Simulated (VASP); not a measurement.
Write the native input for VASP 6.6.1 that does the following.

```
Task                   : relaxation of cell and atoms
Functional             : LDA
Potentials or basis    : VASP PAW LDA potentials, release 64 (Y_sv)
Cutoff                 : 600 eV
k mesh                 : 15 × 15 × 8
Occupations            : gaussian, width 0.1 eV
Spin                   : no spin polarisation
Dipole correction      : no
Further INCAR settings : ALGO = Fast; EDIFF = 1e-06; IBRION = 2; EDIFFG = -0.005; NSW = 70; ISIF = 3
```

The structure of Y lies in POSCAR:

```
Y
1.0
    3.6571046552      0.0000000000      0.0000000000
   -1.8285523276      3.1671455357      0.0000000000
    0.0000000000      0.0000000000      5.6740659744
Y
2
Direct
    0.3333333333      0.6666666667      0.2500000000
    0.6666666667      0.3333333333      0.7500000000
```

The input as run:

INCAR

```
SYSTEM = Y
ALGO     = Fast           ! electronic algorithm
EDIFF    = 1E-6           ! SCF threshold, eV
EDIFFG   = -0.005         ! ionic threshold
ENCUT    = 600            ! plane-wave cutoff, eV
IBRION   = 2              ! ionic algorithm
ISIF     = 3              ! what is computed and relaxed
ISMEAR   = 0              ! smearing method
LASPH    = .True.         ! aspherical terms in the spheres
LCHARG   = .False.        ! write CHGCAR
LREAL    = .False.        ! projectors in reciprocal space
LWAVE    = .False.        ! write WAVECAR
NELM     = 60             ! most SCF steps
NSW      = 70             ! ionic steps
PREC     = Accurate       ! precision mode
SIGMA    = 0.1            ! smearing width, eV
```

KPOINTS

```
k-points
0
Gamma
  15 15 8
  0 0 0
```

Potentials or basis: VASP PAW LDA potentials, release 64 (Y_sv).

Launch:

```sh
$ cat potpaw_LDA.64/Y_sv/POTCAR > POTCAR
$ mpirun -np 1 vasp_std > vasp.out
```

It gave:

| Quantity | Value |
| --- | --- |
| Relaxed volume | 29.83 Å³/atom |
| Relaxed cell | a = 3.539 Å, b = 3.539 Å, c = 5.500 Å, α = 90.00°, β = 90.00°, γ = 120.00° |
| Space group after relaxing (to 0.1 Å) | P6_3/mmc (No. 194) |
| Energy gained by relaxing | 37.8 meV/atom |
| Ionic steps | 10 |
| Pressure after relaxing | 0.0 GPa |
| Band gap on the k mesh | zero (bands 11 and 12 overlap by 1.78 eV) |

It took 31 min on 1 thread of Intel Xeon 8259CL, with other jobs on the host, peak memory 0.32 GiB.
